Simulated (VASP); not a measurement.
A run of VASP 6.6.1 is set up as follows.

The input INCAR:

```
PREC     = Accurate       # precision mode
ENCUT    = 520            # plane-wave cutoff, eV
EDIFF    = 1E-6           # SCF threshold, eV
ISMEAR   = 0              # smearing method
SIGMA    = 0.1            # smearing width, eV
LREAL    = F              # projectors in reciprocal space
LASPH    = T              # aspherical terms in the spheres
NELM     = 80             # most SCF steps
ALGO     = Normal         # electronic algorithm
ISIF     = 2              # what is computed and relaxed
LWAVE    = F              # write WAVECAR
LCHARG   = F              # write CHGCAR
GGA      = PS             # functional
NBANDS   = 12             # bands
```

File KPOINTS:

```
Automatic mesh
0
Gamma
  12 12 12
```

Contents of POSCAR:

```
Sb
1.0
    2.1836938127      1.2607562105      3.8273230940
   -2.1836938127      1.2607562105      3.8273230940
    0.0000000000     -2.5215124213      3.8273230939
Sb
2
Direct
    0.2326394056      0.2326394056      0.2326394056
    0.7673605944      0.7673605944      0.7673605944
```

Potentials or basis: VASP PAW PBE potentials, release 64 (Sb).

Launch:

```console
$ cat potpaw_PBE.64/Sb/POTCAR > POTCAR
$ mpirun -np 1 vasp_std > vasp.out
```

Q: Predict the pressure.

A: -1.9 GPa.

Q: Predict the band gap on the k mesh.

A: Zero (bands 5 and 6 overlap by 0.22 eV).

Q: Predict the largest force.

A: 0.049 eV/Å.

Forces on the atoms (eV/Å):
```
Sb   0.000  0.000  0.049
Sb   0.000  0.000 -0.049
```

Caveat: the PAW data sets were made with another functional, which shifts forces and pressure a little; spin-orbit coupling is left out, which moves the levels of the heavy elements.
